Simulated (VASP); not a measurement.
A run of VASP 6.6.1 is set up as follows.

POSCAR

```
MgO2
1.0
    4.7354890888      0.0000000000      0.0000000000
    0.0000000000      4.7354890888      0.0000000000
    0.0000000000      0.0000000000      4.7354890888
Mg O
4 8
Direct
    0.0000000000      0.5000000000      0.5000000000
    0.5000000000      0.5000000000      0.0000000000
    0.5000000000      0.0000000000      0.5000000000
    0.0000000000      0.0000000000      0.0000000000
    0.4101325260      0.0898674740      0.9101325260
    0.0898674740      0.9101325260      0.4101325260
    0.9101325260      0.4101325260      0.0898674740
    0.5898674740      0.5898674740      0.5898674740
    0.4101325260      0.4101325260      0.4101325260
    0.0898674740      0.5898674740      0.9101325260
    0.9101325260      0.0898674740      0.5898674740
    0.5898674740      0.9101325260      0.0898674740
```

File INCAR.step1:

```
ALGO = Normal
EDIFF = 1E-4
ENCUT = 520
GGA = PE
ISMEAR = 0
LASPH = T
LCHARG = F
LREAL = F
LWAVE = T
NBANDS = 40
NELM = 80
PREC = Accurate
SIGMA = 0.02
```

The input INCAR.step2:

```
ALGO = Normal
EDIFF = 1E-6
ENCUT = 520
ISIF = 2
ISMEAR = 0
ISTART = 1
LASPH = T
LCHARG = T
LELF = T
LMIXTAU = T
LREAL = F
LVHAR = T
LWAVE = F
METAGGA = R2SCAN
NBANDS = 40
NELM = 80
PREC = Accurate
SIGMA = 0.02
```

KPOINTS

```
k-points
0
Gamma
  6 6 6
```

Potentials or basis: VASP PAW PBE potentials, release 64 (Mg, O).

Command:

```bash
$ cat potpaw_PBE.64/Mg/POTCAR potpaw_PBE.64/O/POTCAR > POTCAR
$ cp INCAR.step1 INCAR
$ mpirun -np 1 vasp_std > vasp.out
$ cp INCAR.step2 INCAR
$ mpirun -np 1 vasp_std > vasp.out
```

Q: What does it give for the pressure?

A: 9.9 GPa.

Q: What does it give for the band gap on the k mesh?

A: 4.91 eV, indirect (least direct gap 5.06 eV).

Q: Predict the largest force.

A: 0.289 eV/Å.

Forces on the atoms (eV/Å):
```
Mg   0.000  0.000  0.000
Mg   0.000  0.000  0.000
Mg   0.000  0.000  0.000
Mg   0.000  0.000  0.000
O   -0.167  0.167 -0.167
O    0.167 -0.167 -0.167
O   -0.167 -0.167  0.167
O    0.167  0.167  0.167
O   -0.167 -0.167 -0.167
O    0.167  0.167 -0.167
O   -0.167  0.167  0.167
O    0.167 -0.167  0.167
```

Caveat: the PAW data sets were made with another functional, which shifts forces and pressure a little. A k mesh can miss the band edges.
